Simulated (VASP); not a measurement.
# Ir (Pm-3n) in VASP: further runs

Runs on Ir. Level: RPBE. Tasks: single point, relaxation of cell and atoms.

All numbers are computed with VASP 6.6.1; they aren't measurements. Logs are shortened: lines on timing, memory, paths and dates and some standing lists are left out, and cuts for length are marked.

### 1 The cell of the first run

The structure is cubic, space group Pm-3n (No. 223). The conventional cell has a = 4.967 Å, b = 4.967 Å, c = 4.967 Å, α = 90.00°, β = 90.00°, γ = 90.00°. Ir (site symmetry m-3) has 12 Ir at 2.78 Å within 3.7 Å. Ir (site symmetry -4m2) has 14 Ir at 2.48 to 3.04 Å within 3.3 Å.

### 2 Single point, RPBE

Contents of INCAR:

```
SYSTEM = Ir
PREC = Accurate
ENCUT = 520
EDIFF = 1E-6
ISMEAR = -1
SIGMA = 0.1
LREAL = .FALSE.
LASPH = .TRUE.
NELM = 60
ALGO = Normal
ISIF = 2
LWAVE = .FALSE.
LCHARG = .FALSE.
GGA = RP
NBANDS = 46
```

Contents of KPOINTS:

```
Automatic mesh
0
G
  5 5 5
  0 0 0
```

Contents of POSCAR:

```
Ir
1.0
    4.9670259853      0.0000000000      0.0000000000
    0.0000000000      4.9670259853      0.0000000000
    0.0000000000      0.0000000000      4.9670259853
Ir
8
Direct
    1.0000000000      1.0000000000      0.0000000000
    0.5000000000      0.5000000000      0.5000000000
    0.2500000000      0.0000000000      0.5000000000
    0.7500000000      1.0000000000      0.5000000000
    0.5000000000      0.2500000000      1.0000000000
    0.5000000000      0.7500000000      0.0000000000
    0.0000000000      0.5000000000      0.2500000000
    0.0000000000      0.5000000000      0.7500000000
```

Potentials or basis: VASP PAW PBE potentials, release 64 (Ir).

The run is started by

```sh
$ cat potpaw_PBE.64/Ir/POTCAR > POTCAR
$ mpirun -np 1 vasp_std > vasp.out
```

OUTCAR:

```text
SYSTEM = Ir
   PREC = Accurate
   ENCUT = 520
   EDIFF = 1E-6
   ISMEAR = -1
   LREAL = .FALSE.
   LASPH = .TRUE.
   NELM = 60
   ISIF = 2
   GGA = RP

 ion  position               nearest neighbor table
   1  0.000  0.000  0.000-   3 2.78   4 2.78   5 2.78   6 2.78   7 2.78   8 2.78   3 2.78   4 2.78
                             7 2.78   8 2.78   5 2.78   6 2.78
   2  0.500  0.500  0.500-   3 2.78   4 2.78   5 2.78   6 2.78   7 2.78   8 2.78   5 2.78   6 2.78
                             3 2.78   4 2.78   7 2.78   8 2.78
   3  0.250  0.000  0.500-   4 2.48   4 2.48   1 2.78   1 2.78   2 2.78   2 2.78   5 3.04   6 3.04
                             6 3.04   5 3.04   8 3.04   7 3.04   8 3.04   7 3.04
   4  0.750  0.000  0.500-   3 2.48   3 2.48   1 2.78   1 2.78   2 2.78   2 2.78   5 3.04   6 3.04
                             6 3.04   5 3.04   8 3.04   7 3.04   8 3.04   7 3.04
   5  0.500  0.250  0.000-   6 2.48   6 2.48   1 2.78   2 2.78   2 2.78   1 2.78   3 3.04   4 3.04
                             3 3.04   4 3.04   8 3.04   7 3.04   7 3.04   8 3.04
   6  0.500  0.750  0.000-   5 2.48   5 2.48   1 2.78   2 2.78   2 2.78   1 2.78   3 3.04   4 3.04
                             3 3.04   4 3.04   8 3.04   7 3.04   7 3.04   8 3.04
   7  0.000  0.500  0.250-   8 2.48   8 2.48   1 2.78   2 2.78   1 2.78   2 2.78   3 3.04   4 3.04
                             5 3.04   3 3.04   4 3.04   6 3.04   5 3.04   6 3.04
   8  0.000  0.500  0.750-   7 2.48   7 2.48   1 2.78   2 2.78   1 2.78   2 2.78   3 3.04   4 3.04
                             5 3.04   3 3.04   4 3.04   6 3.04   5 3.04   6 3.04

  LATTYP: Found a simple cubic cell.
 ALAT       =     4.9670259853

  Lattice vectors:

 A1 = (   4.9670259853,   0.0000000000,   0.0000000000)
 A2 = (   0.0000000000,   4.9670259853,   0.0000000000)
 A3 = (   0.0000000000,   0.0000000000,   4.9670259853)

Analysis of symmetry for initial positions (statically):
=====================================================================
 Subroutine PRICEL returns:
 Original cell was already a primitive cell.

 Routine SETGRP: Setting up the symmetry group for a
 simple cubic supercell.

 Subroutine GETGRP returns: Found 48 space group operations
 (whereof 24 operations were pure point group operations)
 out of a pool of 48 trial point group operations.

The static configuration has the point symmetry T_h .
 The point group associated with its full space group is O_h .

Analysis of symmetry for dynamics (positions and initial velocities):
=====================================================================
 Subroutine PRICEL returns:
 Original cell was already a primitive cell.

 Routine SETGRP: Setting up the symmetry group for a
 simple cubic supercell.

 Subroutine GETGRP returns: Found 48 space group operations
 (whereof 24 operations were pure point group operations)
 out of a pool of 48 trial point group operations.

The dynamic configuration has the point symmetry T_h .
 The point group associated with its full space group is O_h .

 Subroutine INISYM returns: Found 48 space group operations
 (whereof 24 operations are pure point group operations),
 and found     1 'primitive' translations

----------------------------------------------------------------------------------------

                                     Primitive cell

  volume of cell :     122.5432

  direct lattice vectors                    reciprocal lattice vectors
     4.967025985  0.000000000  0.000000000     0.201327717  0.000000000  0.000000000
     0.000000000  4.967025985  0.000000000     0.000000000  0.201327717  0.000000000
     0.000000000  0.000000000  4.967025985     0.000000000  0.000000000  0.201327717

  length of vectors
     4.967025985  4.967025985  4.967025985     0.201327717  0.201327717  0.201327717

  position of ions in fractional coordinates (direct lattice)
     0.000000000  0.000000000  0.000000000
     0.500000000  0.500000000  0.500000000
     0.250000000  0.000000000  0.500000000
     0.750000000  0.000000000  0.500000000
     0.500000000  0.250000000  0.000000000
     0.500000000  0.750000000  0.000000000
     0.000000000  0.500000000  0.250000000
     0.000000000  0.500000000  0.750000000

  ion indices of the primitive-cell ions
   primitive index   ion index
                 1           1
                 2           2
                 3           3
                 4           4
                 5           5
                 6           6
                 7           7
                 8           8

----------------------------------------------------------------------------------------

 KPOINTS: Automatic mesh

Automatic generation of k-mesh.
 Grid dimensions read from file:
 generate k-points for:    5    5    5

 Generating k-lattice:

  Cartesian coordinates                     Fractional coordinates (reciprocal lattice)
     0.040265543  0.000000000  0.000000000     0.200000000  0.000000000  0.000000000
     0.000000000  0.040265543  0.000000000     0.000000000  0.200000000  0.000000000
     0.000000000  0.000000000  0.040265543     0.000000000  0.000000000  0.200000000

  Length of vectors
     0.040265543  0.040265543  0.040265543

  Shift w.r.t. Gamma in fractional coordinates (k-lattice)
     0.000000000  0.000000000  0.000000000

 Subroutine IBZKPT returns following result:
 ===========================================

 Found     10 irreducible k-points:

 Following reciprocal coordinates:
            Coordinates               Weight
  0.000000  0.000000  0.000000      1.000000
  0.200000  0.000000  0.000000      6.000000
  0.400000  0.000000  0.000000      6.000000
  0.200000  0.200000  0.000000     12.000000
  0.400000  0.200000  0.000000     24.000000
  0.400000  0.400000  0.000000     12.000000
  0.200000  0.200000  0.200000      8.000000
  0.400000  0.200000  0.200000     24.000000
  0.400000  0.400000  0.200000     24.000000
  0.400000  0.400000  0.400000      8.000000
   k-points           NKPTS =     10   k-points in BZ     NKDIM =     10   number of bands    NBANDS=     46
   number of dos      NEDOS =    301   number of ions     NIONS =      8
   total plane-waves  NPLWV =  64000
   dimension x,y,z NGX =    40 NGY =   40 NGZ =   40
   dimension x,y,z NGXF=    80 NGYF=   80 NGZF=   80
   ions per type =               8
   NGX,Y,Z   is equivalent  to a cutoff of  13.39, 13.39, 13.39 a.u.
   NGXF,Y,Z  is equivalent  to a cutoff of  26.78, 26.78, 26.78 a.u.
 SYSTEM =  Ir
   PREC   = accura    normal or accurate (medium, high low for compatibility)
   ISTART =      0    job   : 0-new  1-cont  2-samecut
   ICHARG =      2    charge: 1-file 2-atom 10-const
   ISPIN  =      1    spin polarized calculation?
   LNONCOLLINEAR =      F non collinear calculations
   LSORBIT =      F    spin-orbit coupling
   LASPH  =      T    aspherical Exc in radial PAW
   ENCUT  =  520.0 eV  38.22 Ry    6.18 a.u.   9.24  9.24  9.24*2*pi/ulx,y,z
   NELM   =     60;   NELMIN=  2; NELMDL= -5     # of ELM steps
   EDIFF  = 0.1E-05   stopping-criterion for ELM
   LREAL  =      F    real-space projection
   EDIFFG = 0.1E-04   stopping-criterion for IOM
   NSW    =      0    number of steps for IOM
   IBRION =     -1    ionic relax: 0-MD 1-quasi-New 2-CG
   NFREE  =      0    steps in history (QN), initial steepest desc. (CG)
   ISIF   =      2    stress and relaxation
   ISYM   =      2    0-nonsym 1-usesym 2-fastsym
   POTIM  = 0.5000    time-step for ionic-motion
   TEBEG  =    0.0;   TEEND  =   0.0 temperature during run
   PSTRESS=    0.0 pullay stress
   NELECT =      72.0000    total number of electrons
   NUPDOWN=      -1.0000    fix difference up-down
   EMIN   =  10.00;   EMAX   =-10.00  energy-range for DOS
   EFERMI =   0.00;   METHOD = LEGACY
   ISMEAR =    -1;   SIGMA  =   0.10  broadening in eV -4-tet -1-fermi 0-gaus
   EFERMI_NEDOS =   21; number of points for ismear=-14 and -15
   IALGO  =     38    algorithm
   IMIX   =      4    mixing-type and parameters
     AMIX     =   0.40;   BMIX     =  1.00
     AMIX_MAG =   1.60;   BMIX_MAG =  1.00
  volume/ion in A,a.u.               =      15.32       103.37
  Fermi-wavevector in a.u.,A,eV,Ry     =   1.371163  2.591123 25.580167  1.880089
  Thomas-Fermi vector in A             =   2.496885
   LORBIT       =      0    0 simple, 1 ext, 2 COOP (PROOUT), +10 PAW based schemes
   GGA     = RP    functional components
   LHFCALC =     F    Hartree Fock is set to
   AEXX    =    0.0000 exact exchange contribution
   IVDW    =     0    specifies the selected vdW correction
   LEPSILON=     F    determine dielectric tensor
   LRPA    =     F    only Hartree local field effects (RPA)
 non-spin polarized calculation
  energy-cutoff  :      520.00
  volume of cell :      122.54
 maximum number of plane-waves:      3321
 NGX is ok and might be reduce to    40
   NGX = 19   NGY = 19   NGZ = 19

 number of electron      71.9999997 magnetization

 Free energy of the ion-electron system (eV)
  ---------------------------------------------------
  ext. energy  EPLUGINS =         0.00000000
  ---------------------------------------------------
  free energy    TOTEN  =       -61.77076910 eV

  energy without entropy =      -61.35010392  energy(sigma->0) =      -61.56043651

 E-fermi :   9.2365     XC(G=0): -13.4424

 val. band max:        9.2194532581   @ k =   0.4000   0.4000   0.0000
 cond. band min:       9.2415792896   @ k =   0.2000   0.2000   0.2000
 fundamental gap:      0.0221260315
 Fermi energy:         9.2364802191

 k-point     1 :       0.0000    0.0000    0.0000
  band No.  band energies     occupation
      1      -1.1154      2.00000
      2       1.6715      2.00000
      3       1.6715      2.00000
      4       2.9351      2.00000
      5       3.2287      2.00000
      6       3.2372      2.00000
[... 38 lines left out ...]
     45      13.2399      0.00000
     46      13.2399      0.00000
[... 400 lines left out ...]
      6       2.9500      2.00000
[... 38 lines left out ...]
     45      11.1615      0.00000
     46      11.1793      0.00000

------------------------ aborting loop because EDIFF is reached ----------------------------------------

  FORCE on cell =-STRESS in cart. coord.  units (eV):
  Direction    XX          YY          ZZ          XY          YZ          ZX
  --------------------------------------------------------------------------------------
  -------------------------------------------------------------------------------------
  Total        0.2531882      0.2531882      0.2531882      0.0000000      0.0000000      0.0000000
  in kB        3.3102802      3.3102802      3.3102802      0.0000000      0.0000000      0.0000000
  external PRESSURE =       3.3102802 kB  Pullay stress =       0.0000000 kB

 VOLUME and BASIS-vectors are now :
 -----------------------------------------------------------------------------
  energy-cutoff  :      520.00
  volume of cell :      122.54
      direct lattice vectors                 reciprocal lattice vectors
     4.967025985  0.000000000  0.000000000     0.201327717  0.000000000  0.000000000
     0.000000000  4.967025985  0.000000000     0.000000000  0.201327717  0.000000000
     0.000000000  0.000000000  4.967025985     0.000000000  0.000000000  0.201327717

 POSITION                                       TOTAL-FORCE (eV/Angst)
 -----------------------------------------------------------------------------------
      0.00000      0.00000      0.00000         0.000000     -0.000000      0.000000
      2.48351      2.48351      2.48351         0.000000     -0.000000      0.000000
      1.24176      0.00000      2.48351        -0.000000     -0.000000      0.000000
      3.72527      0.00000      2.48351         0.000000      0.000000     -0.000000
      2.48351      1.24176      0.00000         0.000000      0.000000     -0.000000
      2.48351      3.72527      0.00000        -0.000000     -0.000000     -0.000000
      0.00000      2.48351      1.24176        -0.000000      0.000000      0.000000
      0.00000      2.48351      3.72527        -0.000000     -0.000000     -0.000000
 -----------------------------------------------------------------------------------
    total drift:                               -0.000000     -0.000000     -0.000000

  FREE ENERGIE OF THE ION-ELECTRON SYSTEM (eV)
  ---------------------------------------------------
  free  energy   TOTEN  =       -61.7707691036 eV

  energy  without entropy=      -61.3501039197  energy(sigma->0) =      -61.56043651
```

Run time: 40 s. Hardware: 1 thread of AMD EPYC 9R45 (Zen 5), shared host; peak memory 0.21 GiB.

Results:

| Item | Value |
| --- | --- |
| Free energy | -61.7708 eV |
| Pressure | 0.3 GPa |
| Band gap on the k mesh | zero (band 36 reaches 9.66 eV, above the bottom of band 37 at 9.19 eV) |

Caveat: the PAW data sets were made with another functional, which shifts forces and pressure a little; spin-orbit coupling is left out, which moves the levels of the heavy elements.

### 3 Single point, RPBE

Contents of INCAR:

```
PREC = Accurate
ENCUT = 520
EDIFF = 1E-6
ISMEAR = -1
SIGMA = 0.1
LREAL = False
LASPH = True
NELM = 60
ALGO = Normal
ISIF = 2
LWAVE = False
LCHARG = False
GGA = RP
NBANDS = 46
```

Contents of KPOINTS:

```
Automatic mesh
0
Gamma
  7 7 7
```

POSCAR is that of step 2.

Potentials or basis: VASP PAW PBE potentials, release 64 (Ir).

The run is started by

```sh
$ cat potpaw_PBE.64/Ir/POTCAR > POTCAR
$ mpirun -np 1 vasp_std > vasp.out
```

Wall time 68 s (1 thread of AMD EPYC 9R45 (Zen 5), shared host); peak memory 0.24 GiB.

The run converged. Its results:

```yaml
Free_energy: -61.7279 eV
Pressure: 0.4 GPa
Band_gap_on_the_k_mesh: zero (band 36 reaches 9.63 eV, above the bottom of band 37 at 9.00 eV)
```

Levels at points of the mesh, in eV from the Fermi level:
```
           k point  band 33  band 34  band 35  band 36  band 37  band 38  band 39  band 40
(0.00, 0.00, 0.00)    -1.12    -0.34    -0.34     0.35     0.35     0.35     0.87     0.87
```

Caveat: the PAW data sets were made with another functional, which shifts forces and pressure a little; spin-orbit coupling is left out, which moves the levels of the heavy elements.

### 4 Relaxation of cell and atoms, RPBE

This run uses another cell than the first one, of 14.15 Å³/atom, 0.924 times its volume.

Contents of INCAR:

```
SYSTEM = Ir
PREC = Accurate
ENCUT = 600
EDIFF = 1E-6
ISMEAR = -1
SIGMA = 0.1
LREAL = .False.
LASPH = .True.
NELM = 100
ALGO = Normal
ISIF = 3
LWAVE = .False.
LCHARG = .False.
GGA = RP
IBRION = 2
NSW = 80
EDIFFG = -0.01
```

Contents of KPOINTS:

```
Automatic mesh
0
Gamma
  5 5 5
  0 0 0
```

Contents of POSCAR:

```
Ir
1.0
    4.8373408790      0.0000000000      0.0000000000
    0.0000000000      4.8373408790      0.0000000000
    0.0000000000      0.0000000000      4.8373408790
Ir
8
Direct
    0.0000000000      0.0000000000      0.0000000000
    0.5000000000      0.5000000000      0.5000000000
    0.2500000000      0.0000000000      0.5000000000
    0.7500000000      0.0000000000      0.5000000000
    0.5000000000      0.2500000000      0.0000000000
    0.5000000000      0.7500000000      0.0000000000
    0.0000000000      0.5000000000      0.2500000000
    0.0000000000      0.5000000000      0.7500000000
```

Potentials or basis: VASP PAW PBE potentials, release 64 (Ir).

The run is started by

```sh
$ cat potpaw_PBE.64/Ir/POTCAR > POTCAR
$ mpirun -np 1 vasp_std > vasp.out
```

OUTCAR:

```text
SYSTEM = Ir
   PREC = Accurate
   ENCUT = 600
   EDIFF = 1E-6
   ISMEAR = -1
   LREAL = .False.
   LASPH = .True.
   NELM = 100
   ISIF = 3
   GGA = RP
   IBRION = 2
   NSW = 80
   EDIFFG = -0.01

 ion  position               nearest neighbor table
   1  0.000  0.000  0.000-   3 2.70   4 2.70   5 2.70   6 2.70   7 2.70   8 2.70   3 2.70   4 2.70
                             7 2.70   8 2.70   5 2.70   6 2.70
   2  0.500  0.500  0.500-   3 2.70   4 2.70   5 2.70   6 2.70   7 2.70   8 2.70   5 2.70   6 2.70
                             3 2.70   4 2.70   7 2.70   8 2.70
   3  0.250  0.000  0.500-   4 2.42   4 2.42   1 2.70   1 2.70   2 2.70   2 2.70   8 2.96   5 2.96
                             5 2.96   6 2.96   6 2.96   7 2.96   8 2.96   7 2.96
   4  0.750  0.000  0.500-   3 2.42   3 2.42   1 2.70   1 2.70   2 2.70   2 2.70   8 2.96   5 2.96
                             5 2.96   6 2.96   6 2.96   7 2.96   8 2.96   7 2.96
   5  0.500  0.250  0.000-   6 2.42   6 2.42   1 2.70   2 2.70   2 2.70   1 2.70   8 2.96   4 2.96
                             3 2.96   4 2.96   3 2.96   7 2.96   7 2.96   8 2.96
   6  0.500  0.750  0.000-   5 2.42   5 2.42   1 2.70   2 2.70   2 2.70   1 2.70   8 2.96   4 2.96
                             3 2.96   4 2.96   3 2.96   7 2.96   7 2.96   8 2.96
[... 203 lines left out ...]
      5       3.7918      2.00000
      6       3.7918      2.00000
[... 616 lines left out ...]
--------------------------------------- Ionic step        5  -------------------------------------------

 number of electron      71.9999998 magnetization

 Free energy of the ion-electron system (eV)
  ---------------------------------------------------
  ext. energy  EPLUGINS =         0.00000000
  ---------------------------------------------------
  free energy    TOTEN  =       -61.77249809 eV

  energy without entropy =      -61.35105439  energy(sigma->0) =      -61.56177624

 E-fermi :   9.2177     XC(G=0): -13.4355

 val. band max:        9.2007532620   @ k =   0.4000   0.4000   0.0000
 cond. band min:       9.2228401606   @ k =   0.2000   0.2000   0.2000
 fundamental gap:      0.0220868986
 Fermi energy:         9.2177301387

 k-point     1 :       0.0000    0.0000    0.0000
  band No.  band energies     occupation
      1      -1.1221      2.00000
      2       1.6638      2.00000
      3       1.6638      2.00000
      4       2.9257      2.00000
      5       3.2199      2.00000
      6       3.2292      2.00000
[... 484 lines left out ...]
  FREE ENERGIE OF THE ION-ELECTRON SYSTEM (eV)
  ---------------------------------------------------
  free  energy   TOTEN  =       -61.7724980921 eV

  energy  without entropy=      -61.3510543896  energy(sigma->0) =      -61.56177624

 reached required accuracy - stopping structural energy minimisation
```

Run time: 2.6 min. Hardware: 1 thread of AMD EPYC 9R45 (Zen 5), shared host; peak memory 0.24 GiB.

What came out:

- Free energy: -61.7725 eV
- Relaxed volume: 15.34 Å³/atom
- Relaxed cell: a = 4.969 Å, b = 4.969 Å, c = 4.969 Å, α = 90.00°, β = 90.00°, γ = 90.00°
- Space group after relaxing (to 0.05 Å): Pm-3n (No. 223)
- Energy gained by relaxing: 99.7 meV/atom
- Ionic steps: 5
- Pressure after relaxing: 0.1 GPa
- Band gap on the k mesh: zero (band 36 reaches 9.64 eV, above the bottom of band 37 at 9.17 eV)

The path:
```csv
step,energy change (eV),largest force (eV/Å),pressure (GPa),volume (Å³)
1,0.0000,0.0000,29.15,113.19
2,5.3540,0.0000,-38.65,160.82
3,-0.7860,0.0000,-2.87,123.96
4,-0.7972,0.0000,-0.41,122.88
5,-0.7974,0.0000,0.07,122.68
```

Final structure:
```xyz
8
Lattice="4.9689 0.0000 0.0000 0.0000 4.9689 0.0000 0.0000 0.0000 4.9689" Properties=species:S:1:pos:R:3 pbc="T T T"
Ir    0.0000    0.0000    0.0000
Ir    2.4845    2.4845    2.4845
Ir    1.2422    0.0000    2.4845
Ir    3.7267    0.0000    2.4845
Ir    2.4845    1.2422    0.0000
Ir    2.4845    3.7267    0.0000
Ir    0.0000    2.4845    1.2422
Ir    0.0000    2.4845    3.7267
```

Levels at points of the mesh, in eV from the Fermi level:
```tsv
k point	band 33	band 34	band 35	band 36	band 37	band 38	band 39	band 40
(0.00, 0.00, 0.00)	-1.12	-0.35	-0.35	0.32	0.32	0.32	0.85	0.85
```

Caveat: the PAW data sets were made with another functional, which shifts forces and pressure a little; spin-orbit coupling is left out, which moves the levels of the heavy elements.

### 5 Overview

```csv
task,cell,k mesh,cutoff (eV),gap on the mesh (eV),pressure (GPa)
single point,"a = 4.967 Å, 8 atoms",5 × 5 × 5,520,none,0.3
single point,"a = 4.967 Å, 8 atoms",7 × 7 × 7,520,none,0.4
relaxation of cell and atoms,"relaxed from a = 4.837 Å, 8 atoms",5 × 5 × 5,600,none,0.1
```

Alike in all rows: level RPBE; potentials or basis VASP PAW PBE potentials, release 64 (Ir); no spin polarisation; smearing fermi-dirac 0.1 eV.

Caveats: the PAW data sets were made with another functional, which shifts forces and pressure a little; spin-orbit coupling is left out, which moves the levels of the heavy elements.

Total energies depend on the potentials used, so only differences within one code and one set of settings carry meaning.
